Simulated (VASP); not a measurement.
# Rb (C2/c) in VASP: single point with PBEsol

Aim: the single point of Rb with PBEsol.

Program: VASP 6.6.1. These are calculated values, not measurements. Logs are shortened: lines on timing, memory, paths and dates and some standing lists are left out, and cuts for length are marked.

### Step 1. The cell of the first run

The structure is monoclinic, space group C2/c (No. 15). The conventional cell has a = 23.957 Å, b = 7.839 Å, c = 8.007 Å, α = 90.00°, β = 106.17°, γ = 90.00°.

### Step 2. Single point, PBEsol

INCAR

```
ALGO = Normal
EDIFF = 1E-7
ENCUT = 520
GGA = PS
ISIF = 2
ISMEAR = 0
LASPH = T
LCHARG = F
LREAL = F
LWAVE = F
NBANDS = 46
NELM = 100
PREC = Accurate
SIGMA = 0.1
```

KPOINTS

```
k-points
0
Gamma
  4 4 4
```

POSCAR

```
Rb
1.0
   11.9783690000     -3.9197390000      0.0000000000
   11.9783690000      3.9197390000      0.0000000000
   -2.2298860000      0.0000000000      7.6898720000
Rb
8
Direct
    0.8276390000      0.3005690000      0.5591810000
    0.6994310000      0.1723610000      0.9408190000
    0.4631930000      0.9144290000      0.6862050000
    0.1723610000      0.6994310000      0.4408190000
    0.5368070000      0.0855710000      0.3137950000
    0.0855710000      0.5368070000      0.8137950000
    0.3005690000      0.8276390000      0.0591810000
    0.9144290000      0.4631930000      0.1862050000
```

Potentials or basis: VASP PAW PBE potentials, release 64 (Rb_sv).

Run with:

```bash
$ cat potpaw_PBE.64/Rb_sv/POTCAR > POTCAR
$ mpirun -np 1 vasp_std > vasp.out
```

OUTCAR:

```text
EDIFF = 1E-7
   ENCUT = 520
   GGA = PS
   ISIF = 2
   ISMEAR = 0
   LASPH = T
   LREAL = F
   NELM = 100
   PREC = Accurate

 ion  position               nearest neighbor table
   1  0.828  0.301  0.559-   4 4.74   8 4.79   3 4.79   2 4.90   3 4.93   2 5.05   4 5.08   8 5.09
                             7 5.46   7 5.46   6 5.70   7 5.75   7 5.75
   2  0.699  0.172  0.941-   7 4.74   5 4.79   6 4.79   1 4.90   6 4.93   1 5.05   7 5.08   5 5.09
                             4 5.46   4 5.46   3 5.70   4 5.75   4 5.75
   3  0.463  0.914  0.686-   5 4.74   7 4.79   1 4.79   6 4.83   6 4.83   1 4.93   5 5.08   7 5.09
                             8 5.34   8 5.34   2 5.70
   4  0.172  0.699  0.441-   1 4.74   6 4.79   5 4.79   7 4.90   5 4.93   7 5.05   1 5.08   6 5.09
                             2 5.46   2 5.46   8 5.70   2 5.75   2 5.75
   5  0.537  0.086  0.314-   3 4.74   2 4.79   4 4.79   8 4.83   8 4.83   4 4.93   3 5.08   2 5.09
                             6 5.34   6 5.34   7 5.70
   6  0.086  0.537  0.814-   8 4.74   4 4.79   2 4.79   3 4.83   3 4.83   2 4.93   8 5.08   4 5.09
                             5 5.34   5 5.34   1 5.70
   7  0.301  0.828  0.059-   2 4.74   3 4.79   8 4.79   4 4.90   8 4.93   4 5.05   2 5.08   3 5.09
                             1 5.46   1 5.46   5 5.70   1 5.75   1 5.75
   8  0.914  0.463  0.186-   6 4.74   1 4.79   7 4.79   5 4.83   5 4.83   7 4.93   6 5.08   1 5.09
                             3 5.34   3 5.34   4 5.70

  LATTYP: Found a base centered monoclinic cell.
 ALAT       =    23.9567380000
 B/A-ratio  =     0.3272347846
 C/A-ratio  =     0.3342130684
 COS(beta)  =    -0.2785040723

  Lattice vectors:

 A1 = (  11.9783690000,  -3.9197390000,   0.0000000000)
 A2 = (  11.9783690000,   3.9197390000,   0.0000000000)
 A3 = (  -2.2298860000,   0.0000000000,   7.6898720000)

Analysis of symmetry for initial positions (statically):
=====================================================================
 Subroutine PRICEL returns:
 Original cell was already a primitive cell.

 Routine SETGRP: Setting up the symmetry group for a
 base centered monoclinic supercell.

 Subroutine GETGRP returns: Found  4 space group operations
 (whereof  2 operations were pure point group operations)
 out of a pool of  4 trial point group operations.

The static configuration has the point symmetry S_2 .
 The point group associated with its full space group is C_2h.

Analysis of symmetry for dynamics (positions and initial velocities):
=====================================================================
 Subroutine PRICEL returns:
 Original cell was already a primitive cell.

 Routine SETGRP: Setting up the symmetry group for a
 base centered monoclinic supercell.

 Subroutine GETGRP returns: Found  4 space group operations
 (whereof  2 operations were pure point group operations)
 out of a pool of  4 trial point group operations.

The dynamic configuration has the point symmetry S_2 .
 The point group associated with its full space group is C_2h.

 Subroutine INISYM returns: Found  4 space group operations
 (whereof  2 operations are pure point group operations),
 and found     1 'primitive' translations

----------------------------------------------------------------------------------------

                                     Primitive cell

  volume of cell :     722.1110

  direct lattice vectors                    reciprocal lattice vectors
    11.978369000 -3.919739000  0.000000000     0.041741910 -0.127559514  0.012104194
    11.978369000  3.919739000  0.000000000     0.041741910  0.127559514  0.012104194
    -2.229886000  0.000000000  7.689872000     0.000000000  0.000000000  0.130041176

  length of vectors
    12.603399451 12.603399451  8.006654916     0.134760261  0.134760261  0.130041176

  position of ions in fractional coordinates (direct lattice)
     0.827639000  0.300569000  0.559181000
     0.699431000  0.172361000  0.940819000
     0.463193000  0.914429000  0.686205000
     0.172361000  0.699431000  0.440819000
     0.536807000  0.085571000  0.313795000
     0.085571000  0.536807000  0.813795000
     0.300569000  0.827639000  0.059181000
     0.914429000  0.463193000  0.186205000

  ion indices of the primitive-cell ions
   primitive index   ion index
                 1           1
                 2           2
                 3           3
                 4           4
                 5           5
                 6           6
                 7           7
                 8           8

----------------------------------------------------------------------------------------

 KPOINTS: k-points

Automatic generation of k-mesh.
 Grid dimensions read from file:
 generate k-points for:    4    4    4

 Generating k-lattice:

  Cartesian coordinates                     Fractional coordinates (reciprocal lattice)
     0.010435477 -0.031889878  0.003026048     0.250000000  0.000000000 -0.000000000
     0.010435477  0.031889878  0.003026048     0.000000000  0.250000000 -0.000000000
     0.000000000  0.000000000  0.032510294     0.000000000  0.000000000  0.250000000

  Length of vectors
     0.033690065  0.033690065  0.032510294

  Shift w.r.t. Gamma in fractional coordinates (k-lattice)
     0.000000000  0.000000000  0.000000000

 Subroutine IBZKPT returns following result:
 ===========================================

 Found     24 irreducible k-points:

 Following reciprocal coordinates:
            Coordinates               Weight
  0.000000  0.000000  0.000000      1.000000
  0.250000  0.000000  0.000000      4.000000
  0.500000  0.000000  0.000000      2.000000
  0.250000  0.250000  0.000000      2.000000
  0.500000  0.250000  0.000000      4.000000
 -0.250000  0.250000  0.000000      2.000000
[... 16 lines left out ...]
 -0.250000  0.250000  0.500000      2.000000
  0.500000  0.500000  0.500000      1.000000
   k-points           NKPTS =     24   k-points in BZ     NKDIM =     24   number of bands    NBANDS=     46
   number of dos      NEDOS =    301   number of ions     NIONS =      8
   total plane-waves  NPLWV = 552960
   dimension x,y,z NGX =    96 NGY =   96 NGZ =   60
   dimension x,y,z NGXF=   192 NGYF=  192 NGZF=  120
   ions per type =               8
   NGX,Y,Z   is equivalent  to a cutoff of  12.66, 12.66, 12.46 a.u.
   NGXF,Y,Z  is equivalent  to a cutoff of  25.33, 25.33, 24.92 a.u.
 SYSTEM =  unknown system
   PREC   = accura    normal or accurate (medium, high low for compatibility)
   ISTART =      0    job   : 0-new  1-cont  2-samecut
   ICHARG =      2    charge: 1-file 2-atom 10-const
   ISPIN  =      1    spin polarized calculation?
   LNONCOLLINEAR =      F non collinear calculations
   LSORBIT =      F    spin-orbit coupling
   LASPH  =      T    aspherical Exc in radial PAW
   ENCUT  =  520.0 eV  38.22 Ry    6.18 a.u.  23.43 23.43 14.89*2*pi/ulx,y,z
   NELM   =    100;   NELMIN=  2; NELMDL= -5     # of ELM steps
   EDIFF  = 0.1E-06   stopping-criterion for ELM
   LREAL  =      F    real-space projection
   EDIFFG = 0.1E-05   stopping-criterion for IOM
   NSW    =      0    number of steps for IOM
   IBRION =     -1    ionic relax: 0-MD 1-quasi-New 2-CG
   NFREE  =      0    steps in history (QN), initial steepest desc. (CG)
   ISIF   =      2    stress and relaxation
   ISYM   =      2    0-nonsym 1-usesym 2-fastsym
   POTIM  = 0.5000    time-step for ionic-motion
   TEBEG  =    0.0;   TEEND  =   0.0 temperature during run
   PSTRESS=    0.0 pullay stress
   NELECT =      72.0000    total number of electrons
   NUPDOWN=      -1.0000    fix difference up-down
   EMIN   =  10.00;   EMAX   =-10.00  energy-range for DOS
   EFERMI =   0.00;   METHOD = LEGACY
   ISMEAR =     0;   SIGMA  =   0.10  broadening in eV -4-tet -1-fermi 0-gaus
   EFERMI_NEDOS =   21; number of points for ismear=-14 and -15
   IALGO  =     38    algorithm
   IMIX   =      4    mixing-type and parameters
     AMIX     =   0.40;   BMIX     =  1.00
     AMIX_MAG =   1.60;   BMIX_MAG =  1.00
  volume/ion in A,a.u.               =      90.26       609.13
  Fermi-wavevector in a.u.,A,eV,Ry     =   0.759133  1.434553  7.840798  0.576282
  Thomas-Fermi vector in A             =   1.857859
   LORBIT       =      0    0 simple, 1 ext, 2 COOP (PROOUT), +10 PAW based schemes
   GGA     = PS    functional components
   LHFCALC =     F    Hartree Fock is set to
   AEXX    =    0.0000 exact exchange contribution
   IVDW    =     0    specifies the selected vdW correction
   LEPSILON=     F    determine dielectric tensor
   LRPA    =     F    only Hartree local field effects (RPA)
 non-spin polarized calculation
 Gauss-broadening in eV      SIGMA  =   0.10
  energy-cutoff  :      520.00
  volume of cell :      722.11
 maximum number of plane-waves:     19504
 NGX is ok and might be reduce to    96
   NGX = 47   NGY = 47   NGZ = 29

 number of electron      72.0000000 magnetization

 Free energy of the ion-electron system (eV)
  ---------------------------------------------------
  ext. energy  EPLUGINS =         0.00000000
  ---------------------------------------------------
  free energy    TOTEN  =        -8.18153653 eV

  energy without entropy =       -8.15228236  energy(sigma->0) =       -8.16690944

 E-fermi :  -0.0487     XC(G=0):  -5.5399

 val. band max:       -0.0522445993   @ k =   0.2500   0.2500   0.0000
 cond. band min:      -0.0398505944   @ k =  -0.2500   0.0000   0.2500
 fundamental gap:      0.0123940049
 Fermi energy:        -0.0486969630

 k-point     1 :       0.0000    0.0000    0.0000
  band No.  band energies     occupation
      1     -28.8952      2.00000
      2     -28.8925      2.00000
      3     -28.8920      2.00000
      4     -28.8913      2.00000
      5     -28.8849      2.00000
      6     -28.8826      2.00000
[... 38 lines left out ...]
     45       1.2756      0.00000
     46       1.8665      0.00000

 k-point     2 :       0.2500    0.0000    0.0000
  band No.  band energies     occupation
      1     -28.8947      2.00000
      2     -28.8924      2.00000
      3     -28.8923      2.00000
      4     -28.8914      2.00000
      5     -28.8846      2.00000
      6     -28.8828      2.00000
[... 38 lines left out ...]
     45       1.6216      0.00000
     46       1.6529      0.00000

 k-point     3 :       0.5000    0.0000    0.0000
  band No.  band energies     occupation
      1     -28.8940      2.00000
      2     -28.8929      2.00000
      3     -28.8923      2.00000
      4     -28.8914      2.00000
      5     -28.8837      2.00000
      6     -28.8837      2.00000
[... 38 lines left out ...]
     45       1.5977      0.00000
     46       1.7454      0.00000

 k-point     4 :       0.2500    0.2500    0.0000
  band No.  band energies     occupation
      1     -28.8951      2.00000
      2     -28.8925      2.00000
      3     -28.8920      2.00000
      4     -28.8915      2.00000
      5     -28.8848      2.00000
      6     -28.8826      2.00000
[... 920 lines left out ...]
     45       1.6473      0.00000
     46       1.6583      0.00000

 k-point    23 :      -0.2500    0.2500    0.5000
  band No.  band energies     occupation
      1     -28.8931      2.00000
      2     -28.8931      2.00000
      3     -28.8921      2.00000
      4     -28.8921      2.00000
      5     -28.8832      2.00000
      6     -28.8832      2.00000
[... 38 lines left out ...]
     45       1.9381      0.00000
     46       1.9387      0.00000

 k-point    24 :       0.5000    0.5000    0.5000
  band No.  band energies     occupation
      1     -28.8937      2.00000
      2     -28.8937      2.00000
      3     -28.8916      2.00000
      4     -28.8916      2.00000
      5     -28.8839      2.00000
      6     -28.8839      2.00000
[... 38 lines left out ...]
     45       1.7329      0.00000
     46       1.7396      0.00000

------------------------ aborting loop because EDIFF is reached ----------------------------------------

  FORCE on cell =-STRESS in cart. coord.  units (eV):
  Direction    XX          YY          ZZ          XY          YZ          ZX
  --------------------------------------------------------------------------------------
  -------------------------------------------------------------------------------------
  Total       -0.2428584     -0.3419711     -0.9119668      0.0000000      0.0000000     -0.3214330
  in kB       -0.5388399     -0.7587453     -2.0234182      0.0000000      0.0000000     -0.7131765
  external PRESSURE =      -1.1070011 kB  Pullay stress =       0.0000000 kB

 VOLUME and BASIS-vectors are now :
 -----------------------------------------------------------------------------
  energy-cutoff  :      520.00
  volume of cell :      722.11
      direct lattice vectors                 reciprocal lattice vectors
    11.978369000 -3.919739000  0.000000000     0.041741910 -0.127559514  0.012104194
    11.978369000  3.919739000  0.000000000     0.041741910  0.127559514  0.012104194
    -2.229886000  0.000000000  7.689872000     0.000000000  0.000000000  0.130041176

 POSITION                                       TOTAL-FORCE (eV/Angst)
 -----------------------------------------------------------------------------------
     12.26718     -2.06598      4.30003        -0.011559      0.023885      0.010152
      8.34473     -2.06598      7.23478         0.011559      0.023885     -0.010152
     14.97151      1.76873      5.27683        -0.006930      0.023771      0.001640
      9.45967      2.06598      3.38984         0.011559     -0.023885     -0.010152
      6.75535     -1.76873      2.41304         0.006930     -0.023771     -0.001640
      5.64040      1.76873      6.25798         0.006930      0.023771     -0.001640
     13.38212      2.06598      0.45509        -0.011559     -0.023885      0.010152
     16.08645     -1.76873      1.43189        -0.006930     -0.023771      0.001640
 -----------------------------------------------------------------------------------
    total drift:                                0.000000      0.000000     -0.000000

  FREE ENERGIE OF THE ION-ELECTRON SYSTEM (eV)
  ---------------------------------------------------
  free  energy   TOTEN  =        -8.1815365270 eV

  energy  without entropy=       -8.1522823579  energy(sigma->0) =       -8.16690944
```

It took 23 min on 1 thread of Intel Xeon Platinum 8488C (Sapphire Rapids), shared host; peak memory 1.2 GiB.

Results:

```yaml
Free_energy: -8.1815 eV
Pressure: -0.1 GPa
Largest_force: 0.028 eV/Å
Band_gap_on_the_k_mesh: zero (band 36 reaches 0.54 eV, above the bottom of band 37 at -0.31 eV)
```

Forces on the atoms (eV/Å):
```
Rb  -0.012  0.024  0.010
Rb   0.012  0.024 -0.010
Rb  -0.007  0.024  0.002
Rb   0.012 -0.024 -0.010
Rb   0.007 -0.024 -0.002
Rb   0.007  0.024 -0.002
Rb  -0.012 -0.024  0.010
Rb  -0.007 -0.024  0.002
```

Caveat: the PAW data sets were made with another functional, which shifts forces and pressure a little.
